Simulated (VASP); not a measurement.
Os, 1 atom in the cell. It takes space group Fm-3m (No. 225, cubic). Conventional cell: a = 3.804 Å, b = 3.804 Å, c = 3.804 Å, α = 90.00°, β = 90.00°, γ = 90.00°. Within 3.5 Å of Os (site symmetry m-3m) lie 12 Os at 2.69 Å. 

```yaml
Program: VASP 6.6.1
Task: single point
Functional: LDA
Potentials_or_basis: VASP PAW LDA potentials, release 64 (Os)
Cutoff: 520 eV
k_mesh: 14 × 14 × 14
Occupations: fermi-dirac, width 0.1 eV
Spin: no spin polarisation
Dipole_correction: no
Further_INCAR_settings: ALGO = Normal; EDIFF = 1e-06; NBANDS = 10
```

Potentials or basis: VASP PAW LDA potentials, release 64 (Os).

Launch:

```console
$ cat potpaw_LDA.64/Os/POTCAR > POTCAR
$ mpirun -np 1 vasp_std > vasp.out
```

Hardware: 1 thread of AMD EPYC 7R43 64-Core Processor (Zen 3), with other jobs on the host.

Task: Estimate the wall time of this run.

Result: Wall time 17 s on 1 thread of AMD EPYC 7R43 64-Core Processor (Zen 3), on a shared host, peak memory 0.09 GiB. Counts: scf iterations 11, k points 104.
